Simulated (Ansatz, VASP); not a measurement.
One calculation of CuO, two programs

```
Cu O
1.0
     2.34185   -1.71130    0.00000
     2.34185    1.71130    0.00000
    -0.85003    0.00000    5.05787
Cu O
2 2
Direct
  0.00000 0.50000 0.00000
  0.50000 0.00000 0.50000
  0.58160 0.41840 0.25000
  0.41840 0.58160 0.75000
```

Alike in both runs: task single point; functional PBEsol; k mesh 10 × 10 × 6; occupations gaussian, width 0.05 eV; collinear spin; Hubbard terms Cu d U = 4.0 eV.

|  | VASP | Ansatz |
| --- | --- | --- |
| version | VASP 6.6.1 | Ansatz 0.2.0 |
| potentials or method | VASP PAW PBE potentials, release 64 (Cu, O), cutoff 520 eV | scalar-relativistic, plane waves, PAW |
| valence electrons in the cell | 34 | 50 |

|  | VASP | Ansatz | Ansatz less VASP |
| --- | --- | --- | --- |
| gap on the k mesh at the Fermi level (eV) | none | none | - |
| pressure (GPa) | -3.6 | 0.0 | +3.61 |
| traceless stress, the component that is largest in VASP (GPa) | 1.93 | 1.53 | -0.400 |
| rms of the force components (eV/Å) | 0.067 | 0.075 | +0.0079 |
| net moment per atom (μB) | 0.50 | 0.44 | -0.060 |
| size of the moment on the site where the two differ most (μB) | 0.65 | 0.55 | -0.098 |

VASP's potentials were made for PBE, not for PBEsol. Site moments also hang on the region over which each program counts them. The programs project onto different local orbitals, so the same U acts differently, and such runs can settle in different states. Atom by atom the forces differ by 0.008 eV/Å (rms over components). A gap of «none» marks a metal or a gap that the smearing closes. VASP's potentials hold 34 valence electrons a cell and Ansatz's 50, so a difference there can come from the potentials and not from the codes. Ansatz's warnings: filled band counts differ across k points, stability check not made.
